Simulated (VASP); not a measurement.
# Ta (P6_3/mmc) in VASP: notebook

The runs below take Ta through single point, with revPBE.

All numbers are computed with VASP 6.6.1; they aren't measurements. Logs are shortened: lines on timing, memory, paths and dates and some standing lists are left out, and cuts for length are marked.

### Step 1. The cell of the first run

The structure is hexagonal, space group P6_3/mmc (No. 194). Conventional cell: a = 2.954 Å, b = 2.954 Å, c = 10.075 Å, α = 90.00°, β = 90.00°, γ = 120.00°. Within 3.9 Å of Ta (site symmetry -3m) lie 12 Ta at 2.95 to 3.04 Å. Within 3.9 Å of Ta (site symmetry -6m2) lie 12 Ta at 2.95 to 3.04 Å.

This isn't the form of Ta at room conditions, which is bcc.

### Step 2. Single point, revPBE (19.03 Å³/atom)

Input file INCAR:

```
SYSTEM = Ta
ALGO     = Normal         ! electronic algorithm
EDIFF    = 1E-6           ! SCF threshold, eV
ENCUT    = 520            ! plane-wave cutoff, eV
GGA      = RE             ! functional
ISIF     = 2              ! what is computed and relaxed
ISMEAR   = -1             ! smearing method
LASPH    = .True.         ! aspherical terms in the spheres
LCHARG   = .True.         ! write CHGCAR
LELF     = .True.         ! ELF
LREAL    = .False.        ! projectors in reciprocal space
LVHAR    = .True.       
LWAVE    = .False.        ! write WAVECAR
NBANDS   = 30             ! bands
NELM     = 80             ! most SCF steps
PREC     = Accurate       ! precision mode
SIGMA    = 0.1            ! smearing width, eV
```

Input file KPOINTS:

```
k-points
0
Gamma
  14 14 4
  0 0 0
```

Input file POSCAR:

```
Ta
1.0
    2.9540257756      0.0000000000      0.0000000000
   -1.4770128878      2.5582613651      0.0000000000
    0.0000000000      0.0000000000     10.0745905663
Ta
4
Direct
    1.0000000000      1.0000000000      1.0000000000
    1.0000000000      1.0000000000      0.5000000000
    0.3333333333      0.6666666667      0.2500000000
    0.6666666667      0.3333333333      0.7500000000
```

Potentials or basis: VASP PAW PBE potentials, release 64 (Ta_pv).

On the command line:

```
$ cat potpaw_PBE.64/Ta_pv/POTCAR > POTCAR
$ mpirun -np 1 vasp_std > vasp.out
```

OUTCAR:

```text
SYSTEM = Ta
   EDIFF = 1E-6
   ENCUT = 520
   GGA = RE
   ISIF = 2
   ISMEAR = -1
   LASPH = .True.
   LREAL = .False.
   NELM = 80
   PREC = Accurate

 ion  position               nearest neighbor table
   1  0.000  0.000  0.000-   3 3.04   4 3.04   3 3.04   4 3.04   4 3.04   3 3.04
   2  0.000  0.000  0.500-   3 3.04   4 3.04   3 3.04   4 3.04   4 3.04   3 3.04
   3  0.333  0.667  0.250-   1 3.04   2 3.04   1 3.04   2 3.04   1 3.04   2 3.04
   4  0.667  0.333  0.750-   1 3.04   2 3.04   1 3.04   2 3.04   1 3.04   2 3.04

  LATTYP: Found a hexagonal cell.
 ALAT       =     2.9540257756
 C/A-ratio  =     3.4104612930

  Lattice vectors:

 A1 = (   2.9540257756,   0.0000000000,   0.0000000000)
 A2 = (  -1.4770128878,   2.5582613651,   0.0000000000)
 A3 = (   0.0000000000,   0.0000000000,  10.0745905663)

Analysis of symmetry for initial positions (statically):
=====================================================================
 Subroutine PRICEL returns:
 Original cell was already a primitive cell.

 Routine SETGRP: Setting up the symmetry group for a
 hexagonal supercell.

 Subroutine GETGRP returns: Found 24 space group operations
 (whereof 12 operations were pure point group operations)
 out of a pool of 24 trial point group operations.

The static configuration has the point symmetry D_3d.
 The point group associated with its full space group is D_6h.

Analysis of symmetry for dynamics (positions and initial velocities):
=====================================================================
 Subroutine PRICEL returns:
 Original cell was already a primitive cell.

 Routine SETGRP: Setting up the symmetry group for a
 hexagonal supercell.

 Subroutine GETGRP returns: Found 24 space group operations
 (whereof 12 operations were pure point group operations)
 out of a pool of 24 trial point group operations.

The dynamic configuration has the point symmetry D_3d.
 The point group associated with its full space group is D_6h.

 Subroutine INISYM returns: Found 24 space group operations
 (whereof 12 operations are pure point group operations),
 and found     1 'primitive' translations

----------------------------------------------------------------------------------------

                                     Primitive cell

  volume of cell :      76.1354

  direct lattice vectors                    reciprocal lattice vectors
     2.954025776  0.000000000  0.000000000     0.338521081  0.195445237  0.000000000
    -1.477012888  2.558261365  0.000000000     0.000000000  0.390890475  0.000000000
     0.000000000  0.000000000 10.074590566     0.000000000  0.000000000  0.099259617

  length of vectors
     2.954025776  2.954025776 10.074590566     0.390890475  0.390890475  0.099259617

  position of ions in fractional coordinates (direct lattice)
     0.000000000  0.000000000  0.000000000
     0.000000000  0.000000000  0.500000000
     0.333333333  0.666666667  0.250000000
     0.666666667  0.333333333  0.750000000

  ion indices of the primitive-cell ions
   primitive index   ion index
                 1           1
                 2           2
                 3           3
                 4           4

----------------------------------------------------------------------------------------

 KPOINTS: k-points

Automatic generation of k-mesh.
 Grid dimensions read from file:
 generate k-points for:   14   14    4

 Generating k-lattice:

  Cartesian coordinates                     Fractional coordinates (reciprocal lattice)
     0.024180077  0.013960374  0.000000000     0.071428571  0.000000000  0.000000000
     0.000000000  0.027920748  0.000000000     0.000000000  0.071428571  0.000000000
     0.000000000  0.000000000  0.024814904     0.000000000  0.000000000  0.250000000

  Length of vectors
     0.027920748  0.027920748  0.024814904

  Shift w.r.t. Gamma in fractional coordinates (k-lattice)
     0.000000000  0.000000000  0.000000000

 Subroutine IBZKPT returns following result:
 ===========================================

 Found     72 irreducible k-points:

 Following reciprocal coordinates:
            Coordinates               Weight
  0.000000  0.000000  0.000000      1.000000
  0.071429  0.000000  0.000000      6.000000
  0.142857  0.000000  0.000000      6.000000
  0.214286  0.000000  0.000000      6.000000
  0.285714  0.000000  0.000000      6.000000
  0.357143  0.000000  0.000000      6.000000
[... 16 lines left out ...]
  0.285714  0.285714  0.000000      6.000000
  0.357143  0.285714  0.000000      6.000000
 [... further k-points ...]
   k-points           NKPTS =     72   k-points in BZ     NKDIM =     72   number of bands    NBANDS=     30
   number of dos      NEDOS =    301   number of ions     NIONS =      4
   total plane-waves  NPLWV =  46080
   dimension x,y,z NGX =    24 NGY =   24 NGZ =   80
   dimension x,y,z NGXF=    48 NGYF=   48 NGZF=  160
   ions per type =               4
   NGX,Y,Z   is equivalent  to a cutoff of  13.51, 13.51, 13.20 a.u.
   NGXF,Y,Z  is equivalent  to a cutoff of  27.01, 27.01, 26.40 a.u.
 SYSTEM =  Ta
   PREC   = accura    normal or accurate (medium, high low for compatibility)
   ISTART =      0    job   : 0-new  1-cont  2-samecut
   ICHARG =      2    charge: 1-file 2-atom 10-const
   ISPIN  =      1    spin polarized calculation?
   LNONCOLLINEAR =      F non collinear calculations
   LSORBIT =      F    spin-orbit coupling
   LASPH  =      T    aspherical Exc in radial PAW
   ENCUT  =  520.0 eV  38.22 Ry    6.18 a.u.   5.49  5.49 18.73*2*pi/ulx,y,z
   NELM   =     80;   NELMIN=  2; NELMDL= -5     # of ELM steps
   EDIFF  = 0.1E-05   stopping-criterion for ELM
   LREAL  =      F    real-space projection
   EDIFFG = 0.1E-04   stopping-criterion for IOM
   NSW    =      0    number of steps for IOM
   IBRION =     -1    ionic relax: 0-MD 1-quasi-New 2-CG
   NFREE  =      0    steps in history (QN), initial steepest desc. (CG)
   ISIF   =      2    stress and relaxation
   ISYM   =      2    0-nonsym 1-usesym 2-fastsym
   POTIM  = 0.5000    time-step for ionic-motion
   TEBEG  =    0.0;   TEEND  =   0.0 temperature during run
   PSTRESS=    0.0 pullay stress
   NELECT =      44.0000    total number of electrons
   NUPDOWN=      -1.0000    fix difference up-down
   EMIN   =  10.00;   EMAX   =-10.00  energy-range for DOS
   EFERMI =   0.00;   METHOD = LEGACY
   ISMEAR =    -1;   SIGMA  =   0.10  broadening in eV -4-tet -1-fermi 0-gaus
   EFERMI_NEDOS =   21; number of points for ismear=-14 and -15
   IALGO  =     38    algorithm
   IMIX   =      4    mixing-type and parameters
     AMIX     =   0.40;   BMIX     =  1.00
     AMIX_MAG =   1.60;   BMIX_MAG =  1.00
  volume/ion in A,a.u.               =      19.03       128.45
  Fermi-wavevector in a.u.,A,eV,Ry     =   1.363631  2.576889 25.299890  1.859489
  Thomas-Fermi vector in A             =   2.490017
   LORBIT       =      0    0 simple, 1 ext, 2 COOP (PROOUT), +10 PAW based schemes
   GGA     = RE    functional components
   LHFCALC =     F    Hartree Fock is set to
   AEXX    =    0.0000 exact exchange contribution
   IVDW    =     0    specifies the selected vdW correction
   LEPSILON=     F    determine dielectric tensor
   LRPA    =     F    only Hartree local field effects (RPA)
 non-spin polarized calculation
  energy-cutoff  :      520.00
  volume of cell :       76.14
 maximum number of plane-waves:      2101
 NGX is ok and might be reduce to    24
   NGX = 11   NGY = 11   NGZ = 37

 number of electron      43.9999998 magnetization

 Free energy of the ion-electron system (eV)
  ---------------------------------------------------
  ext. energy  EPLUGINS =         0.00000000
  ---------------------------------------------------
  free energy    TOTEN  =       -44.75672232 eV

  energy without entropy =      -44.60424960  energy(sigma->0) =      -44.68048596

 E-fermi :   5.5203     XC(G=0): -12.2966

 val. band max:        5.5145777934   @ k =   0.4286   0.0714   0.5000
 cond. band min:       5.5432143614   @ k =   0.2857   0.1429   0.2500
 fundamental gap:      0.0286365680
 Fermi energy:         5.5202883293

 k-point     1 :       0.0000    0.0000    0.0000
  band No.  band energies     occupation
      1     -29.1220      2.00000
      2     -28.7337      2.00000
      3     -28.6676      2.00000
      4     -28.2868      2.00000
      5     -28.2868      2.00000
      6     -28.2640      2.00000
[... 22 lines left out ...]
     29       8.4219      0.00000
     30       8.4219      0.00000

 k-point     2 :       0.0714    0.0000    0.0000
  band No.  band energies     occupation
      1     -29.1066      2.00000
      2     -28.7329      2.00000
      3     -28.6691      2.00000
      4     -28.3303      2.00000
      5     -28.2998      2.00000
      6     -28.2988      2.00000
[... 22 lines left out ...]
     29       8.1055      0.00000
     30       8.1991      0.00000

 k-point     3 :       0.1429    0.0000    0.0000
  band No.  band energies     occupation
      1     -29.0622      2.00000
      2     -28.7365      2.00000
      3     -28.6846      2.00000
      4     -28.4505      2.00000
      5     -28.3878      2.00000
      6     -28.3320      2.00000
[... 22 lines left out ...]
     29       7.4824      0.00000
     30       7.7755      0.00000

 k-point     4 :       0.2143    0.0000    0.0000
  band No.  band energies     occupation
      1     -28.9950      2.00000
      2     -28.7697      2.00000
      3     -28.7521      2.00000
      4     -28.6169      2.00000
      5     -28.5058      2.00000
      6     -28.4656      2.00000
[... 22 lines left out ...]
     29       7.8291      0.00000
     30       7.9374      0.00000

 k-point     5 :       0.2857    0.0000    0.0000
  band No.  band energies     occupation
      1     -28.9367      2.00000
      2     -28.8748      2.00000
      3     -28.8602      2.00000
      4     -28.7833      2.00000
      5     -28.6970      2.00000
      6     -28.4913      2.00000
[... 22 lines left out ...]
     29       8.8250      0.00000
     30       8.9692      0.00000
[... 526 lines left out ...]
     29       8.9988      0.00000
     30      10.5015      0.00000

 k-point    22 :       0.3571    0.2143    0.0000
  band No.  band energies     occupation
      1     -29.0620      2.00000
      2     -29.0466      2.00000
      3     -28.9593      2.00000
      4     -28.9081      2.00000
      5     -28.7377      2.00000
      6     -28.7065      2.00000
[... 22 lines left out ...]
     29       9.5389      0.00000
     30      10.2876      0.00000

 k-point    23 :       0.2857    0.2857    0.0000
  band No.  band energies     occupation
      1     -29.0133      2.00000
      2     -28.9726      2.00000
      3     -28.9709      2.00000
      4     -28.8417      2.00000
      5     -28.8000      2.00000
      6     -28.7812      2.00000
[... 22 lines left out ...]
     29       9.2017      0.00000
     30      10.5315      0.00000

 k-point    24 :       0.3571    0.2857    0.0000
  band No.  band energies     occupation
      1     -28.9834      2.00000
      2     -28.9726      2.00000
      3     -28.9161      2.00000
      4     -28.8744      2.00000
      5     -28.8537      2.00000
      6     -28.7817      2.00000
[... 22 lines left out ...]
     29       9.7097      0.00000
     30      10.1873      0.00000

 [... further k-points ...]

------------------------ aborting loop because EDIFF is reached ----------------------------------------

  FORCE on cell =-STRESS in cart. coord.  units (eV):
  Direction    XX          YY          ZZ          XY          YZ          ZX
  --------------------------------------------------------------------------------------
  -------------------------------------------------------------------------------------
  Total        0.0308872      0.0308872     -0.0304826     -0.0000000      0.0000000     -0.0000000
  in kB        0.6499830      0.6499830     -0.6414703     -0.0000000      0.0000000     -0.0000000
  external PRESSURE =       0.2194985 kB  Pullay stress =       0.0000000 kB

 VOLUME and BASIS-vectors are now :
 -----------------------------------------------------------------------------
  energy-cutoff  :      520.00
  volume of cell :       76.14
      direct lattice vectors                 reciprocal lattice vectors
     2.954025776  0.000000000  0.000000000     0.338521081  0.195445237  0.000000000
    -1.477012888  2.558261365  0.000000000     0.000000000  0.390890475  0.000000000
     0.000000000  0.000000000 10.074590566     0.000000000  0.000000000  0.099259617

 POSITION                                       TOTAL-FORCE (eV/Angst)
 -----------------------------------------------------------------------------------
      0.00000      0.00000      0.00000         0.000000      0.000000     -0.000000
      0.00000      0.00000      5.03730        -0.000000      0.000000     -0.000000
     -0.00000      1.70551      2.51865        -0.000000      0.000000      0.000000
      1.47701      0.85275      7.55594         0.000000     -0.000000     -0.000000
 -----------------------------------------------------------------------------------
    total drift:                               -0.000000      0.000000     -0.000000

  FREE ENERGIE OF THE ION-ELECTRON SYSTEM (eV)
  ---------------------------------------------------
  free  energy   TOTEN  =       -44.7567223198 eV

  energy  without entropy=      -44.6042495999  energy(sigma->0) =      -44.68048596
```

It took 75 s on 1 thread of Intel Xeon 6975P-C (Granite Rapids), shared host; peak memory 0.27 GiB.

What came out:

```
Free energy            : -44.7567 eV
Pressure               : 0.0 GPa
Band gap on the k mesh : zero (bands 22 and 23 overlap by 1.05 eV)
```

Stress tensor (GPa, compression positive):
```
 0.06  0.00  0.00
 0.00  0.06  0.00
 0.00  0.00 -0.06
```

Caveat: the PAW data sets were made with another functional, which shifts forces and pressure a little; spin-orbit coupling is left out, which moves the levels of the heavy elements.

[end of part 1 of 2]

The gap in the log of VASP goes by the Fermi energy; the results here count the filled bands.